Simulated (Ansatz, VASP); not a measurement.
CuAu: VASP beside Ansatz

```
CELL_PARAMETERS angstrom
2.77276 0.00000 0.00000
0.00000 2.77276 0.00000
0.00000 0.00000 3.63520
ATOMIC_POSITIONS crystal
Au 0.00000 0.00000 0.00000
Cu 0.50000 0.50000 0.50000
```

Change from the starting cell: volume scaled by 0.96.

Alike in both runs: task single point; functional LDA; k mesh 9 × 9 × 7; occupations fermi-dirac, width 0.05 eV; no spin polarisation.

```csv
,VASP,Ansatz
version,VASP 6.6.1,Ansatz 0.2.0
potentials or method,"VASP PAW LDA potentials, release 64 (Au, Cu), cutoff 520 eV","all-electron LAPW, scalar-relativistic"
```

```csv
,VASP,Ansatz,Ansatz less VASP
gap on the k mesh at the Fermi level (eV),none,none,-
pressure (GPa),-2.0,-2.6,-0.58
"traceless stress, the component that is largest in VASP (GPa)",-0.59,-0.58,+0.016
```

LDA's correlation is that of Perdew and Zunger in VASP and of Perdew and Wang (1992) in Ansatz. A gap of «none» marks a metal or a gap that the smearing closes. Ansatz ran all-electron here, and VASP with PAW potentials.

Spin-orbit coupling is off throughout.
